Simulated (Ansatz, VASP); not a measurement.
## Two plane-wave programs on Si3N2

File INCAR:

```
ALGO = Normal
EDIFF = 1E-7
ENCUT = 520
GGA = PE
ISIF = 2
ISMEAR = 0
LASPH = True
LCHARG = True
LELF = True
LREAL = False
LVHAR = True
LWAVE = False
NBANDS = 19
NELM = 100
PREC = Accurate
SIGMA = 0.1
```

The input KPOINTS:

```
k-points
0
Gamma
  10 10 8
```

Contents of POSCAR:

```
Si3N2
1.0
    3.5954169199      0.0000000000      0.0000000000
    0.0000000000      3.5954169199      0.0000000000
    0.0000000000      0.0000000000      4.6839804083
Si N
3 2
Direct
    0.5000000000      0.0000000000      0.1547769738
    0.0000000000      0.5000000000      0.1547769738
    0.5000000000      0.5000000000      0.6810874115
    0.5000000000      0.0000000000      0.7683330754
    0.0000000000      0.5000000000      0.7683330754
```

Input for Ansatz:

```yaml
crystal:
  lattice:
    - [3.5954169199, 0.0, 0.0]
    - [0.0, 3.5954169199, 0.0]
    - [0.0, 0.0, 4.6839804083]
  atoms:
    - { symbol: Si, position: [0.5, 0.0, 0.1547769738] }
    - { symbol: Si, position: [0.0, 0.5, 0.1547769738] }
    - { symbol: Si, position: [0.5, 0.5, 0.6810874115] }
    - { symbol: "N", position: [0.5, 0.0, 0.7683330754] }
    - { symbol: "N", position: [0.0, 0.5, 0.7683330754] }
basis:
  ecutwfc: 420
kpoints:
  mp_grid: { grid: [10, 10, 8] }
  band_path:
    path:
      - [[0.0, 0.0, 0.0], [0.0, 0.5, 0.0], [0.5, 0.5, 0.0], [0.0, 0.0, 0.0], [0.0, 0.0, 0.5], [0.0, 0.5, 0.5], [0.5, 0.5, 0.5], [0.0, 0.0, 0.5]]
      - [[0.0, 0.5, 0.0], [0.0, 0.5, 0.5]]
      - [[0.5, 0.5, 0.0], [0.5, 0.5, 0.5]]
    npoints: 14
hamiltonian:
  xc: pbe
scf:
  occupations: { method: gaussian, width: 0.1 }
  n_extra_bands: 12
output:
  forces: true
  stress: true
  eigenvalues: true
  populations: true
  dos: { projected: true, de: 0.02, nscf_kmesh: { grid: [12, 12, 10] } }
  bader: true
  write_density: true
  write_potential: true
  elf: true
  volumetric_format: npy
```

Alike in both runs: task single point; functional PBE; k mesh 10 × 10 × 8; occupations gaussian, width 0.1 eV; no spin polarisation.

```csv
,VASP,Ansatz
version,VASP 6.6.1,Ansatz 0.2.0
potentials or method,"VASP PAW PBE potentials, release 64 (Si, N), cutoff 520 eV","scalar-relativistic, plane waves, PAW"
valence electrons in the cell,22,22
```

|  | VASP | Ansatz | Ansatz less VASP |
| --- | --- | --- | --- |
| gap on the k mesh at the Fermi level (eV) | none | none | - |
| pressure (GPa) | -0.1 | 0.0 | +0.07 |
| traceless stress, the component that is largest in VASP (GPa) | 0.07 | -0.03 | -0.108 |
| rms of the force components (eV/Å) | 0.004 | 0.000 | -0.0040 |

Atom by atom the forces differ by 0.004 eV/Å (rms over components). A gap of «none» marks a metal or a gap that the smearing closes.
